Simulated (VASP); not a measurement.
# Mo3N4 (Pm-3m) in VASP: notebook

Runs on Mo3N4. Level: PBEsol. Tasks: single point, relaxation of cell and atoms.

Everything below comes from runs of VASP 6.6.1. Logs are shortened: lines on timing, memory, paths and dates and some standing lists are left out, and cuts for length are marked.

### 1 The cell of the first run

It takes space group Pm-3m (No. 221, cubic). The conventional cell has a = 4.158 Å, b = 4.158 Å, c = 4.158 Å, α = 90.00°, β = 90.00°, γ = 90.00°. Within 2.8 Å of Mo (site symmetry 4/mmm) lie 6 N at 2.08 Å. N (site symmetry m-3m) has 6 Mo at 2.08 Å within 2.8 Å. N (site symmetry 4/mmm) has 4 Mo at 2.08 Å within 2.8 Å.

### 2 Single point, PBEsol

The input, INCAR:

```
  PREC = Accurate
  ENCUT = 520
  EDIFF = 1E-7
  ISMEAR = -1
  SIGMA = 0.15
  LREAL = False
  LASPH = True
  NELM = 60
  ALGO = Normal
  ISIF = 2
  LWAVE = False
  LCHARG = False
  GGA = PS
  NBANDS = 40
```

The input, KPOINTS:

```
Automatic mesh
0
Gamma
  8 8 8
```

The input, POSCAR:

```
Mo3N4
1.0
    4.1577235296      0.0000000000      0.0000000000
    0.0000000000      4.1577235296      0.0000000000
    0.0000000000      0.0000000000      4.1577235296
Mo N
3 4
Direct
    0.5000000000      0.5000000000      0.0000000000
    0.0000000000      0.5000000000      0.5000000000
    0.5000000000      0.0000000000      0.5000000000
    0.5000000000      0.5000000000      0.5000000000
    0.5000000000      0.0000000000      0.0000000000
    0.0000000000      0.5000000000      0.0000000000
    0.0000000000      0.0000000000      0.5000000000
```

Potentials or basis: VASP PAW PBE potentials, release 64 (Mo_sv, N).

On the command line:

```bash
$ cat potpaw_PBE.64/Mo_sv/POTCAR potpaw_PBE.64/N/POTCAR > POTCAR
$ mpirun -np 1 vasp_std > vasp.out
```

OUTCAR:

```text
PREC = Accurate
   ENCUT = 520
   EDIFF = 1E-7
   ISMEAR = -1
   LREAL = False
   LASPH = True
   NELM = 60
   ISIF = 2
   GGA = PS

 ion  position               nearest neighbor table
   1  0.500  0.500  0.000-   4 2.08   5 2.08   6 2.08   4 2.08   5 2.08   6 2.08   3 2.94   3 2.94
                             3 2.94   2 2.94   3 2.94   2 2.94   2 2.94   2 2.94
   2  0.000  0.500  0.500-   4 2.08   6 2.08   7 2.08   6 2.08   7 2.08   4 2.08   3 2.94   3 2.94
                             1 2.94   1 2.94   3 2.94   1 2.94   1 2.94   3 2.94
   3  0.500  0.000  0.500-   4 2.08   5 2.08   7 2.08   5 2.08   4 2.08   7 2.08   2 2.94   1 2.94
                             2 2.94   1 2.94   1 2.94   2 2.94   1 2.94   2 2.94
   4  0.500  0.500  0.500-   1 2.08   2 2.08   3 2.08   1 2.08   3 2.08   2 2.08
   5  0.500  0.000  0.000-   1 2.08   3 2.08   3 2.08   1 2.08
   6  0.000  0.500  0.000-   1 2.08   2 2.08   2 2.08   1 2.08
   7  0.000  0.000  0.500-   2 2.08   3 2.08   2 2.08   3 2.08

  LATTYP: Found a simple cubic cell.
 ALAT       =     4.1577235296

  Lattice vectors:

 A1 = (   4.1577235296,   0.0000000000,   0.0000000000)
 A2 = (   0.0000000000,   4.1577235296,   0.0000000000)
 A3 = (   0.0000000000,   0.0000000000,   4.1577235296)

Analysis of symmetry for initial positions (statically):
=====================================================================
 Subroutine PRICEL returns:
 Original cell was already a primitive cell.

 Routine SETGRP: Setting up the symmetry group for a
 simple cubic supercell.

 Subroutine GETGRP returns: Found 48 space group operations
 (whereof 48 operations were pure point group operations)
 out of a pool of 48 trial point group operations.

The static configuration has the point symmetry O_h .

Analysis of symmetry for dynamics (positions and initial velocities):
=====================================================================
 Subroutine PRICEL returns:
 Original cell was already a primitive cell.

 Routine SETGRP: Setting up the symmetry group for a
 simple cubic supercell.

 Subroutine GETGRP returns: Found 48 space group operations
 (whereof 48 operations were pure point group operations)
 out of a pool of 48 trial point group operations.

The dynamic configuration has the point symmetry O_h .

 Subroutine INISYM returns: Found 48 space group operations
 (whereof 48 operations are pure point group operations),
 and found     1 'primitive' translations

----------------------------------------------------------------------------------------

                                     Primitive cell

  volume of cell :      71.8732

  direct lattice vectors                    reciprocal lattice vectors
     4.157723530  0.000000000  0.000000000     0.240516233  0.000000000  0.000000000
     0.000000000  4.157723530  0.000000000     0.000000000  0.240516233  0.000000000
     0.000000000  0.000000000  4.157723530     0.000000000  0.000000000  0.240516233

  length of vectors
     4.157723530  4.157723530  4.157723530     0.240516233  0.240516233  0.240516233

  position of ions in fractional coordinates (direct lattice)
     0.500000000  0.500000000  0.000000000
     0.000000000  0.500000000  0.500000000
     0.500000000  0.000000000  0.500000000
     0.500000000  0.500000000  0.500000000
     0.500000000  0.000000000  0.000000000
     0.000000000  0.500000000  0.000000000
     0.000000000  0.000000000  0.500000000

  ion indices of the primitive-cell ions
   primitive index   ion index
                 1           1
                 2           2
                 3           3
                 4           4
                 5           5
                 6           6
                 7           7

----------------------------------------------------------------------------------------

 KPOINTS: Automatic mesh

Automatic generation of k-mesh.
 Grid dimensions read from file:
 generate k-points for:    8    8    8

 Generating k-lattice:

  Cartesian coordinates                     Fractional coordinates (reciprocal lattice)
     0.030064529  0.000000000  0.000000000     0.125000000  0.000000000  0.000000000
     0.000000000  0.030064529  0.000000000     0.000000000  0.125000000  0.000000000
     0.000000000  0.000000000  0.030064529     0.000000000  0.000000000  0.125000000

  Length of vectors
     0.030064529  0.030064529  0.030064529

  Shift w.r.t. Gamma in fractional coordinates (k-lattice)
     0.000000000  0.000000000  0.000000000

 Subroutine IBZKPT returns following result:
 ===========================================

 Found     35 irreducible k-points:

 Following reciprocal coordinates:
            Coordinates               Weight
  0.000000  0.000000  0.000000      1.000000
  0.125000  0.000000  0.000000      6.000000
  0.250000  0.000000  0.000000      6.000000
  0.375000  0.000000  0.000000      6.000000
  0.500000  0.000000  0.000000      3.000000
  0.125000  0.125000  0.000000     12.000000
[... 16 lines left out ...]
  0.375000  0.375000  0.125000     24.000000
  0.500000  0.375000  0.125000     24.000000
 [... further k-points ...]
   k-points           NKPTS =     35   k-points in BZ     NKDIM =     35   number of bands    NBANDS=     40
   number of dos      NEDOS =    301   number of ions     NIONS =      7
   total plane-waves  NPLWV =  32768
   dimension x,y,z NGX =    32 NGY =   32 NGZ =   32
   dimension x,y,z NGXF=    64 NGYF=   64 NGZF=   64
   ions per type =               3   4
   NGX,Y,Z   is equivalent  to a cutoff of  12.80, 12.80, 12.80 a.u.
   NGXF,Y,Z  is equivalent  to a cutoff of  25.59, 25.59, 25.59 a.u.
 SYSTEM =  unknown system
   PREC   = accura    normal or accurate (medium, high low for compatibility)
   ISTART =      0    job   : 0-new  1-cont  2-samecut
   ICHARG =      2    charge: 1-file 2-atom 10-const
   ISPIN  =      1    spin polarized calculation?
   LNONCOLLINEAR =      F non collinear calculations
   LSORBIT =      F    spin-orbit coupling
   LASPH  =      T    aspherical Exc in radial PAW
   ENCUT  =  520.0 eV  38.22 Ry    6.18 a.u.   7.73  7.73  7.73*2*pi/ulx,y,z
   NELM   =     60;   NELMIN=  2; NELMDL= -5     # of ELM steps
   EDIFF  = 0.1E-06   stopping-criterion for ELM
   LREAL  =      F    real-space projection
   EDIFFG = 0.1E-05   stopping-criterion for IOM
   NSW    =      0    number of steps for IOM
   IBRION =     -1    ionic relax: 0-MD 1-quasi-New 2-CG
   NFREE  =      0    steps in history (QN), initial steepest desc. (CG)
   ISIF   =      2    stress and relaxation
   ISYM   =      2    0-nonsym 1-usesym 2-fastsym
   POTIM  = 0.5000    time-step for ionic-motion
   TEBEG  =    0.0;   TEEND  =   0.0 temperature during run
   PSTRESS=    0.0 pullay stress
   NELECT =      62.0000    total number of electrons
   NUPDOWN=      -1.0000    fix difference up-down
   EMIN   =  10.00;   EMAX   =-10.00  energy-range for DOS
   EFERMI =   0.00;   METHOD = LEGACY
   ISMEAR =    -1;   SIGMA  =   0.15  broadening in eV -4-tet -1-fermi 0-gaus
   EFERMI_NEDOS =   21; number of points for ismear=-14 and -15
   IALGO  =     38    algorithm
   IMIX   =      4    mixing-type and parameters
     AMIX     =   0.40;   BMIX     =  1.00
     AMIX_MAG =   1.60;   BMIX_MAG =  1.00
  volume/ion in A,a.u.               =      10.27        69.29
  Fermi-wavevector in a.u.,A,eV,Ry     =   1.558415  2.944977 33.043889  2.428657
  Thomas-Fermi vector in A             =   2.661923
   LORBIT       =      0    0 simple, 1 ext, 2 COOP (PROOUT), +10 PAW based schemes
   GGA     = PS    functional components
   LHFCALC =     F    Hartree Fock is set to
   AEXX    =    0.0000 exact exchange contribution
   IVDW    =     0    specifies the selected vdW correction
   LEPSILON=     F    determine dielectric tensor
   LRPA    =     F    only Hartree local field effects (RPA)
 non-spin polarized calculation
  energy-cutoff  :      520.00
  volume of cell :       71.87
 maximum number of plane-waves:      1956
 NGX is ok and might be reduce to    32
   NGX = 15   NGY = 15   NGZ = 15

 number of electron      61.9999984 magnetization

 Free energy of the ion-electron system (eV)
  ---------------------------------------------------
  ext. energy  EPLUGINS =         0.00000000
  ---------------------------------------------------
  free energy    TOTEN  =       -72.08281754 eV

  energy without entropy =      -71.81341663  energy(sigma->0) =      -71.94811709

 E-fermi :  11.2455     XC(G=0): -13.2321

 val. band max:       11.2426110697   @ k =   0.1250   0.1250   0.0000
 cond. band min:      11.2560989875   @ k =   0.5000   0.3750   0.3750
 fundamental gap:      0.0134879178
 Fermi energy:        11.2454661775

 k-point     1 :       0.0000    0.0000    0.0000
  band No.  band energies     occupation
      1     -51.1389      2.00000
      2     -50.9774      2.00000
      3     -50.9774      2.00000
      4     -25.6768      2.00000
      5     -25.6768      2.00000
      6     -25.6768      2.00000
[... 32 lines left out ...]
     39      13.2892      0.00000
     40      13.2892      0.00000

 k-point     2 :       0.1250    0.0000    0.0000
  band No.  band energies     occupation
      1     -51.1334      2.00000
      2     -50.9829      2.00000
      3     -50.9774      2.00000
      4     -25.6636      2.00000
      5     -25.6636      2.00000
      6     -25.6579      2.00000
[... 32 lines left out ...]
     39      13.2500      0.00000
     40      13.2901      0.00000

 k-point     3 :       0.2500    0.0000    0.0000
  band No.  band energies     occupation
      1     -51.1182      2.00000
      2     -50.9979      2.00000
      3     -50.9772      2.00000
      4     -25.6293      2.00000
      5     -25.6293      2.00000
      6     -25.6035      2.00000
[... 853 lines left out ...]
  band No.  band energies     occupation
      1     -51.0618      2.00000
      2     -51.0226      2.00000
      3     -51.0072      2.00000
      4     -25.8635      2.00000
      5     -25.4660      2.00000
      6     -25.4060      2.00000
[... 32 lines left out ...]
     39      15.2372      0.00000
     40      15.5269      0.00000

 k-point    24 :       0.5000    0.3750    0.1250
  band No.  band energies     occupation
      1     -51.0496      2.00000
      2     -51.0304      2.00000
      3     -51.0114      2.00000
      4     -25.8814      2.00000
      5     -25.4903      2.00000
      6     -25.3855      2.00000
[... 32 lines left out ...]
     39      15.3427      0.00000
     40      15.4466      0.00000

 [... further k-points ...]
[... 5 lines left out ...]
  --------------------------------------------------------------------------------------
  -------------------------------------------------------------------------------------
  Total        1.1081549      1.1081549      1.1081549      0.0000000     -0.0000000      0.0000000
  in kB       24.7026889     24.7026889     24.7026889      0.0000000     -0.0000000      0.0000000
  external PRESSURE =      24.7026889 kB  Pullay stress =       0.0000000 kB

 VOLUME and BASIS-vectors are now :
 -----------------------------------------------------------------------------
  energy-cutoff  :      520.00
  volume of cell :       71.87
      direct lattice vectors                 reciprocal lattice vectors
     4.157723530  0.000000000  0.000000000     0.240516233  0.000000000  0.000000000
     0.000000000  4.157723530  0.000000000     0.000000000  0.240516233  0.000000000
     0.000000000  0.000000000  4.157723530     0.000000000  0.000000000  0.240516233

 POSITION                                       TOTAL-FORCE (eV/Angst)
 -----------------------------------------------------------------------------------
      2.07886      2.07886      0.00000         0.000000      0.000000      0.000000
      0.00000      2.07886      2.07886         0.000000      0.000000      0.000000
      2.07886      0.00000      2.07886         0.000000      0.000000      0.000000
      2.07886      2.07886      2.07886         0.000000      0.000000      0.000000
      2.07886      0.00000      0.00000         0.000000      0.000000      0.000000
      0.00000      2.07886      0.00000         0.000000      0.000000      0.000000
      0.00000      0.00000      2.07886         0.000000      0.000000      0.000000
 -----------------------------------------------------------------------------------
    total drift:                                0.000000     -0.000000     -0.000000

  FREE ENERGIE OF THE ION-ELECTRON SYSTEM (eV)
  ---------------------------------------------------
  free  energy   TOTEN  =       -72.0828175438 eV

  energy  without entropy=      -71.8134166317  energy(sigma->0) =      -71.94811709
```

Run time: 49 s. Hardware: 1 thread of Intel Xeon Platinum 8488C (Sapphire Rapids), shared host; peak memory 0.22 GiB.

What came out:

- Free energy: -72.0828 eV
- Pressure: 2.5 GPa
- Band gap on the k mesh: zero (band 31 reaches 12.03 eV, above the bottom of band 32 at 10.04 eV)

Caveat: the PAW data sets were made with another functional, which shifts forces and pressure a little.

### 3 Single point, PBEsol

This run uses another cell than the first one, of 10.33 Å³/atom, 1.006 times its volume.

The input, INCAR:

```
PREC     = Accurate       # precision mode
ENCUT    = 520            # plane-wave cutoff, eV
EDIFF    = 1E-6           # SCF threshold, eV
ISMEAR   = -1             # smearing method
SIGMA    = 0.15           # smearing width, eV
LREAL    = F              # projectors in reciprocal space
LASPH    = T              # aspherical terms in the spheres
NELM     = 80             # most SCF steps
ALGO     = Normal         # electronic algorithm
ISIF     = 2              # what is computed and relaxed
LWAVE    = F              # write WAVECAR
LCHARG   = T              # write CHGCAR
GGA      = PS             # functional
LELF     = T              # ELF
LVHAR    = T            
NBANDS   = 40             # bands
```

The input, KPOINTS:

```
regular mesh
0
Gamma
  8 8 8
```

Edit POSCAR of step 2 so:

```diff
@@ -2,5 +2,5 @@
 1.0
-    4.1577235296      0.0000000000      0.0000000000
-    0.0000000000      4.1577235296      0.0000000000
-    0.0000000000      0.0000000000      4.1577235296
+    4.1657145974      0.0000000000      0.0000000000
+    0.0000000000      4.1657145974      0.0000000000
+    0.0000000000      0.0000000000      4.1657145974
 Mo N
```

Potentials or basis: VASP PAW PBE potentials, release 64 (Mo_sv, N).

On the command line:

```bash
$ cat potpaw_PBE.64/Mo_sv/POTCAR potpaw_PBE.64/N/POTCAR > POTCAR
$ mpirun -np 1 vasp_std > vasp.out
```

OUTCAR:

```text
PREC = Accurate
   ENCUT = 520
   EDIFF = 1E-6
   ISMEAR = -1
   LREAL = F
   LASPH = T
   NELM = 80
   ISIF = 2
   GGA = PS

 ion  position               nearest neighbor table
   1  0.500  0.500  0.000-   4 2.08   5 2.08   6 2.08   4 2.08   5 2.08   6 2.08   3 2.95   3 2.95
                             3 2.95   2 2.95   3 2.95   2 2.95   2 2.95   2 2.95
   2  0.000  0.500  0.500-   4 2.08   6 2.08   7 2.08   6 2.08   7 2.08   4 2.08   3 2.95   3 2.95
                             1 2.95   1 2.95   3 2.95   1 2.95   1 2.95   3 2.95
   3  0.500  0.000  0.500-   4 2.08   5 2.08   7 2.08   5 2.08   4 2.08   7 2.08   2 2.95   1 2.95
[... 1246 lines left out ...]
  Total        0.2054505      0.2054505      0.2054505      0.0000000      0.0000000     -0.0000000
  in kB        4.5535399      4.5535399      4.5535399      0.0000000      0.0000000     -0.0000000
  external PRESSURE =       4.5535399 kB  Pullay stress =       0.0000000 kB

 VOLUME and BASIS-vectors are now :
 -----------------------------------------------------------------------------
  energy-cutoff  :      520.00
  volume of cell :       72.29
      direct lattice vectors                 reciprocal lattice vectors
     4.165714597  0.000000000  0.000000000     0.240054852  0.000000000  0.000000000
     0.000000000  4.165714597  0.000000000     0.000000000  0.240054852  0.000000000
     0.000000000  0.000000000  4.165714597     0.000000000  0.000000000  0.240054852

 POSITION                                       TOTAL-FORCE (eV/Angst)
 -----------------------------------------------------------------------------------
      2.08286      2.08286      0.00000         0.000000      0.000000      0.000000
      0.00000      2.08286      2.08286         0.000000      0.000000      0.000000
      2.08286      0.00000      2.08286         0.000000      0.000000      0.000000
      2.08286      2.08286      2.08286         0.000000      0.000000      0.000000
      2.08286      0.00000      0.00000         0.000000      0.000000      0.000000
      0.00000      2.08286      0.00000         0.000000      0.000000      0.000000
      0.00000      0.00000      2.08286         0.000000      0.000000      0.000000
 -----------------------------------------------------------------------------------
    total drift:                                0.000000     -0.000000     -0.000000

  FREE ENERGIE OF THE ION-ELECTRON SYSTEM (eV)
  ---------------------------------------------------
  free  energy   TOTEN  =       -72.0870782029 eV

  energy  without entropy=      -71.8155763153  energy(sigma->0) =      -71.95132726
```

stdout:

```text
POSCAR found type information on POSCAR MoN
 POSCAR found :  2 types and       7 ions
 scaLAPACK will be used
 -----------------------------------------------------------------------------
|                                                                             |
|                                                                             |
|     You enforced a specific xc type in the INCAR file but a different       |
|     I HOPE YOU KNOW WHAT YOU ARE DOING!                                     |
|                                                                             |
 -----------------------------------------------------------------------------

 LDA part: xc-table for (Slater+PW92), standard interpolation
 POSCAR, INCAR and KPOINTS ok, starting setup
 FFT: planning ... GRIDC
 FFT: planning ... GRID_SOFT
 FFT: planning ... GRID
 WAVECAR not read
 entering main loop
```

It took 45 s on 1 thread of Intel Xeon Platinum 8488C (Sapphire Rapids), shared host; peak memory 0.21 GiB.

What came out:

| Item | Value |
| --- | --- |
| Free energy | -72.0871 eV |
| Pressure | 0.5 GPa |
| Band gap on the k mesh | zero (band 31 reaches 11.92 eV, above the bottom of band 32 at 9.96 eV) |

Caveat: the PAW data sets were made with another functional, which shifts forces and pressure a little.

(Part 1 of 2 ends here.)
